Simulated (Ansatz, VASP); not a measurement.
Two plane-wave programs on GaAs

```
Ga As
1.0
     0.00000    2.87509    2.87509
     2.87509    0.00000    2.87509
     2.87509    2.87509    0.00000
Ga As
1 1
Direct
  0.00000 0.00000 0.00000
  0.75000 0.75000 0.75000
```

Alike in both runs: task relaxation of cell and atoms; functional PBE; k mesh 10 × 10 × 10; occupations gaussian, width 0.01 eV; no spin polarisation.

|  | VASP | Ansatz |
| --- | --- | --- |
| version | VASP 6.6.1 | Ansatz 0.2.0 |
| potentials or method | VASP PAW PBE potentials, release 64 (Ga_d, As), cutoff 600 eV | scalar-relativistic, plane waves, PAW |
| valence electrons in the cell | 18 | 28 |

Ansatz gave:

| Quantity | Value |
| --- | --- |
| gap on the k mesh at the Fermi level, each at its own relaxed structure (eV) | 0.16 |
| relaxed volume (Å³/atom) | 23.71 |
| relaxed cell length with the largest relative difference (Å) | 4.063 |

**Question.** What did VASP give for the same quantities?

**Answer.** gap on the k mesh at the Fermi level, each at its own relaxed structure (eV): 0.15; relaxed volume (Å³/atom): 23.76; relaxed cell length with the largest relative difference (Å): 4.066.

VASP's potentials hold 18 valence electrons a cell and Ansatz's 28, so a difference there can come from the potentials and not from the codes.
